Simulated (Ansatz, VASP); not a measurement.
One calculation of Cs3Hf, two programs

Contents of INCAR:

```
SYSTEM = Cs3Hf
  ALGO = Fast
  EDIFF = 1E-6
  EDIFFG = -0.01
  ENCUT = 600
  GGA = PE
  IBRION = 2
  ISIF = 3
  ISMEAR = 0
  LASPH = .TRUE.
  LCHARG = .FALSE.
  LREAL = .FALSE.
  LWAVE = .FALSE.
  NELM = 60
  NSW = 100
  PREC = Accurate
  SIGMA = 0.1
```

File KPOINTS:

```
k-points
0
G
  8 8 8
  0 0 0
```

Contents of POSCAR:

```
Cs3Hf
1.0
    6.3457120131      0.0000000000      0.0000000000
    0.0000000000      6.3457120131      0.0000000000
    0.0000000000      0.0000000000      6.3457120131
Cs Hf
3 1
Direct
    0.0000000000      0.5000000000      0.5000000000
    0.5000000000      0.0000000000      0.5000000000
    0.5000000000      0.5000000000      0.0000000000
    0.0000000000      0.0000000000      0.0000000000
```

Input for Ansatz:

```yaml
crystal:
  lattice:
    - [6.3457120131, 0.0, 0.0]
    - [0.0, 6.3457120131, 0.0]
    - [0.0, 0.0, 6.3457120131]
  atoms:
    - { symbol: Cs, position: [0.0, 0.5, 0.5] }
    - { symbol: Cs, position: [0.5, 0.0, 0.5] }
    - { symbol: Cs, position: [0.5, 0.5, 0.0] }
    - { symbol: Hf, position: [0.0, 0.0, 0.0] }
basis:
  ecutwfc: 420
kpoints:
  mp_grid: { grid: [8, 8, 8] }
hamiltonian:
  xc: pbe
scf:
  occupations: { method: gaussian, width: 0.1 }
output:
  forces: true
  stress: true
  eigenvalues: true
relax:
  adjacent_minimum: "off"
  f_tol: 0.01
  max_steps: 80
  cell: { stress_tol: 0.05 }
```

Alike in both runs: task relaxation of cell and atoms; functional PBE; k mesh 8 × 8 × 8; occupations gaussian, width 0.1 eV; no spin polarisation.

|  | VASP | Ansatz |
| --- | --- | --- |
| version | VASP 6.6.1 | Ansatz 0.2.0 |
| potentials or method | VASP PAW PBE potentials, release 64 (Cs_sv, Hf_pv), cutoff 600 eV | scalar-relativistic, plane waves, PAW |
| valence electrons in the cell | 37 | 53 |

VASP gave:

- gap on the k mesh at the Fermi level, each at its own relaxed structure (eV): none
- relaxed volume (Å³/atom): 64.30
- relaxed cell length with the largest relative difference (Å): 6.360

Task: Estimate Ansatz's values.

Result: gap on the k mesh at the Fermi level, each at its own relaxed structure (eV): none; relaxed volume (Å³/atom): 63.88; relaxed cell length with the largest relative difference (Å): 6.346.

A gap of «none» marks a metal or a gap that the smearing closes. VASP's potentials hold 37 valence electrons a cell and Ansatz's 53, so a difference there can come from the potentials and not from the codes.

Spin-orbit coupling is off throughout. Noted on VASP's run: too few bands were computed for a metal, which touches its energy and stress.
